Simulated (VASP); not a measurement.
# Cu (P6_3/mmc) in VASP: further runs, part 2 of 2

VASP 6.6.1. The steps go on from the part before.

**4. Single point, r2SCAN**

This run uses another cell than the first one, of the same volume but with other edges.

POSCAR

```
Cu
1.0
    2.4932169943      0.0000000000      0.0000000000
   -1.2466084972      2.1591892543      0.0000000000
    0.0000000000      0.0000000000      4.2485389888
Cu
2
Direct
    0.3333333333      0.6666666667      0.2500000000
    0.6666666667      0.3333333333      0.7500000000
```

INCAR.step1

```
SYSTEM = Cu
PREC = Accurate
ENCUT = 520
ISMEAR = 0
SIGMA = 0.15
LREAL = .FALSE.
LASPH = .TRUE.
NELM = 100
NBANDS = 18
GGA = PE
ALGO = Normal
EDIFF = 1E-4
LWAVE = .TRUE.
LCHARG = .FALSE.
```

INCAR.step2

```
SYSTEM = Cu
PREC = Accurate
ENCUT = 520
EDIFF = 1E-7
ISMEAR = 0
SIGMA = 0.15
LREAL = .FALSE.
LASPH = .TRUE.
NELM = 100
ALGO = Normal
ISIF = 2
LWAVE = .FALSE.
LCHARG = .FALSE.
METAGGA = R2SCAN
LMIXTAU = .TRUE.
NBANDS = 18
ISTART = 1
```

KPOINTS

```
regular mesh
0
G
  24 24 14
  0 0 0
```

Potentials or basis: VASP PAW PBE potentials, release 64 (Cu).

Launch:

```bash
cat potpaw_PBE.64/Cu/POTCAR > POTCAR
cp INCAR.step1 INCAR
mpirun -np 1 vasp_std > vasp.out
cp INCAR.step2 INCAR
mpirun -np 1 vasp_std > vasp.out
```

OUTCAR:

```text
SYSTEM = Cu
   PREC = Accurate
   ENCUT = 520
   EDIFF = 1E-7
   ISMEAR = 0
   LREAL = .FALSE.
   LASPH = .TRUE.
   NELM = 100
   ISIF = 2
   METAGGA = R2SCAN
   ISTART = 1

 ion  position               nearest neighbor table
   1  0.333  0.667  0.250-   2 2.57   2 2.57   2 2.57   2 2.57   2 2.57   2 2.57
   2  0.667  0.333  0.750-   1 2.57   1 2.57   1 2.57   1 2.57   1 2.57   1 2.57

  LATTYP: Found a hexagonal cell.
 ALAT       =     2.4932169943
 C/A-ratio  =     1.7040389980

  Lattice vectors:

 A1 = (   2.4932169943,   0.0000000000,   0.0000000000)
 A2 = (  -1.2466084972,   2.1591892543,   0.0000000000)
 A3 = (   0.0000000000,   0.0000000000,   4.2485389888)

Analysis of symmetry for initial positions (statically):
=====================================================================
 Subroutine PRICEL returns:
 Original cell was already a primitive cell.

 Routine SETGRP: Setting up the symmetry group for a
 hexagonal supercell.

 Subroutine GETGRP returns: Found 24 space group operations
 (whereof 12 operations were pure point group operations)
 out of a pool of 24 trial point group operations.

The static configuration has the point symmetry D_3d.
[... 162 lines left out ...]
  energy without entropy =      -21.61563946  energy(sigma->0) =      -21.61981017

 E-fermi :   7.7908     XC(G=0): -13.9601

 val. band max:        7.7882473307   @ k =   0.5000   0.0000   0.1429
 cond. band min:       7.7974179924   @ k =   0.3750   0.1250   0.2857
 fundamental gap:      0.0091706617
 Fermi energy:         7.7908298055

 k-point     1 :       0.0000    0.0000    0.0000
  band No.  band energies     occupation
      1      -2.1234      2.00000
      2       2.2774      2.00000
      3       4.4034      2.00000
      4       4.6105      2.00000
      5       4.6106      2.00000
      6       4.7991      2.00000
[... 481 lines left out ...]
      5       4.6112      2.00000
      6       4.6432      2.00000
[... 10 lines left out ...]
     17      22.0366      0.00000
     18      29.2232      0.00000

 [... further k-points ...]

------------------------ aborting loop because EDIFF is reached ----------------------------------------

  FORCE on cell =-STRESS in cart. coord.  units (eV):
  Direction    XX          YY          ZZ          XY          YZ          ZX
  --------------------------------------------------------------------------------------
  -------------------------------------------------------------------------------------
  Total        0.5506794      0.5506794     -0.5608898     -0.0000000     -0.0000000     -0.0000000
  in kB       38.5761602     38.5761602    -39.2914200     -0.0000000     -0.0000000     -0.0000000
  external PRESSURE =      12.6203001 kB  Pullay stress =       0.0000000 kB

 VOLUME and BASIS-vectors are now :
 -----------------------------------------------------------------------------
  energy-cutoff  :      520.00
  volume of cell :       22.87
      direct lattice vectors                 reciprocal lattice vectors
     2.493216994  0.000000000  0.000000000     0.401088234  0.231568400  0.000000000
    -1.246608497  2.159189254  0.000000000     0.000000000  0.463136799  0.000000000
     0.000000000  0.000000000  4.248538989     0.000000000  0.000000000  0.235375032

 POSITION                                       TOTAL-FORCE (eV/Angst)
 -----------------------------------------------------------------------------------
     -0.00000      1.43946      1.06213        -0.000000      0.000000      0.000000
      1.24661      0.71973      3.18640         0.000000     -0.000000     -0.000000
 -----------------------------------------------------------------------------------
    total drift:                                0.000000     -0.000000      0.000000

  FREE ENERGIE OF THE ION-ELECTRON SYSTEM (eV)
  ---------------------------------------------------
  free  energy   TOTEN  =       -21.6239808707 eV

  energy  without entropy=      -21.6156394634  energy(sigma->0) =      -21.61981017
```

OUTCAR.step1:

```text
SYSTEM = Cu
   PREC = Accurate
   ENCUT = 520
   ISMEAR = 0
   LREAL = .FALSE.
   LASPH = .TRUE.
[... 729 lines left out ...]
     -0.00000      1.43946      1.06213         0.000000      0.000000      0.000000
      1.24661      0.71973      3.18640        -0.000000     -0.000000      0.000000
 -----------------------------------------------------------------------------------
    total drift:                                0.000000     -0.000000      0.000000

  FREE ENERGIE OF THE ION-ELECTRON SYSTEM (eV)
  ---------------------------------------------------
  free  energy   TOTEN  =        -7.4014671526 eV

  energy  without entropy=       -7.3925871611  energy(sigma->0) =       -7.39702716
```

OSZICAR.step1:

```text
N       E                     dE             d eps       ncg     rms          rms(c)
DAV:   1     0.121598734852E+03    0.12160E+03   -0.10589E+04 18968   0.222E+03
DAV:   2    -0.302931884901E+01   -0.12463E+03   -0.11833E+03 17614   0.288E+02
DAV:   3    -0.917873250294E+01   -0.61494E+01   -0.58984E+01 19630   0.859E+01
DAV:   4    -0.924411616620E+01   -0.65384E-01   -0.65340E-01 20914   0.955E+00
DAV:   5    -0.924493898902E+01   -0.82282E-03   -0.82279E-03 21602   0.926E-01    0.110E+01
DAV:   6    -0.810917146599E+01    0.11358E+01   -0.10968E+01 18682   0.962E+01    0.534E+00
DAV:   7    -0.742726040291E+01    0.68191E+00   -0.21256E+00 18992   0.392E+01    0.804E-01
DAV:   8    -0.740544519417E+01    0.21815E-01   -0.16658E-02 21116   0.164E+00    0.476E-01
DAV:   9    -0.740144063111E+01    0.40046E-02   -0.63180E-03 20388   0.231E+00    0.344E-02
DAV:  10    -0.740146715258E+01   -0.26521E-04   -0.18656E-04 16008   0.213E-01
   1 F= -.74014672E+01 E0= -.73970272E+01  d E =-.887999E-02
```

It took 4.9 min on 1 thread of Intel Xeon 6975P-C (Granite Rapids), shared host; peak memory 0.27 GiB.

What came out:

```
Free energy            : -21.6240 eV
Pressure               : 1.3 GPa
Band gap on the k mesh : zero (bands 11 and 12 overlap by 6.63 eV)
```

Caveat: the PAW data sets were made with another functional, which shifts forces and pressure a little.

**5. Single point, r2SCAN**

This run uses another cell than the first one, of the same volume but with other edges.

POSCAR

```
Cu
1.0
    2.6751627156      0.0000000000      0.0000000000
   -1.3375813578      2.3167588710      0.0000000000
    0.0000000000      0.0000000000      3.6902803375
Cu
2
Direct
    0.3333333333      0.6666666667      0.2500000000
    0.6666666667      0.3333333333      0.7500000000
```

INCAR.step1

```
SYSTEM = Cu
PREC = Accurate ; ENCUT = 520
ISMEAR = 0 ; SIGMA = 0.15
LREAL = .FALSE. ; LASPH = .TRUE.
NELM = 60 ; NBANDS = 18
GGA = PE ; ALGO = Normal
EDIFF = 1E-4 ; LWAVE = .TRUE.
LCHARG = .FALSE.
```

INCAR.step2

```
SYSTEM = Cu
PREC = Accurate ; ENCUT = 520
EDIFF = 1E-7 ; ISMEAR = 0
SIGMA = 0.15 ; LREAL = .FALSE.
LASPH = .TRUE. ; NELM = 60
ALGO = Normal ; ISIF = 2
LWAVE = .FALSE. ; LCHARG = .TRUE.
METAGGA = R2SCAN ; LMIXTAU = .TRUE.
LELF = .TRUE. ; LVHAR = .TRUE.
NBANDS = 18 ; ISTART = 1
```

KPOINTS

```
Automatic mesh
0
G
  24 24 14
  0 0 0
```

Launch:

```bash
cat potpaw_PBE.64/Cu/POTCAR > POTCAR
cp INCAR.step1 INCAR
mpirun -np 1 vasp_std > vasp.out
cp INCAR.step2 INCAR
mpirun -np 1 vasp_std > vasp.out
```

It took 13 min on 1 thread of Intel Xeon 8259CL, shared host; peak memory 0.27 GiB.

Results (log left out):

- Free energy: -21.4081 eV
- Pressure: 5.7 GPa
- Band gap on the k mesh: zero (bands 11 and 12 overlap by 5.49 eV)

Stress tensor (GPa, compression positive):
```
-2.62  0.00  0.00
 0.00 -2.62  0.00
 0.00  0.00 22.20
```

Levels at points of the mesh, in eV from the Fermi level:
```tsv
k point	band 7	band 8	band 9	band 10	band 11	band 12	band 13	band 14	band 15	band 16
(0.00, 0.00, 0.00)	-2.88	-2.88	-2.65	-1.83	-1.83	0.88	6.83	19.55	19.55	20.12
(0.50, 0.00, 0.00)	-2.52	-2.10	-1.84	-1.50	-0.45	1.00	9.37	10.54	11.33	12.40
(0.00, 0.00, 0.50)	-3.11	-3.11	-2.00	-2.00	-2.00	-2.00	18.17	18.17	21.09	21.09
(0.50, 0.00, 0.50)	-2.15	-2.15	-1.91	-1.91	0.33	0.33	4.98	4.98	15.48	15.48
```

Caveat: the cell stands under pressure; the PAW data sets were made with another functional, which shifts forces and pressure a little.

**6. Overview**

| cell | gap on the mesh (eV) | pressure (GPa) |
| --- | --- | --- |
| a = 2.455, b = 2.455, c = 4.382 Å, angles 90.0, 90.0, 120.0°, 2 atoms | none | 2.5 |
| a = 2.569, b = 2.569, c = 4.002 Å, angles 90.0, 90.0, 120.0°, 2 atoms | none | 1.3 |
| a = 2.493, b = 2.493, c = 4.249 Å, angles 90.0, 90.0, 120.0°, 2 atoms | none | 1.3 |
| a = 2.675, b = 2.675, c = 3.690 Å, angles 90.0, 90.0, 120.0°, 2 atoms | none | 5.7 |

Alike in all rows: task single point; level r2SCAN; potentials or basis VASP PAW PBE potentials, release 64 (Cu); no spin polarisation; k mesh 24 × 24 × 14; cutoff (eV) 520; smearing gaussian 0.15 eV.

Caveats: the PAW data sets were made with another functional, which shifts forces and pressure a little; the cell stands under pressure (at least some runs).

Absolute energies hang on the potentials; compare differences alone.
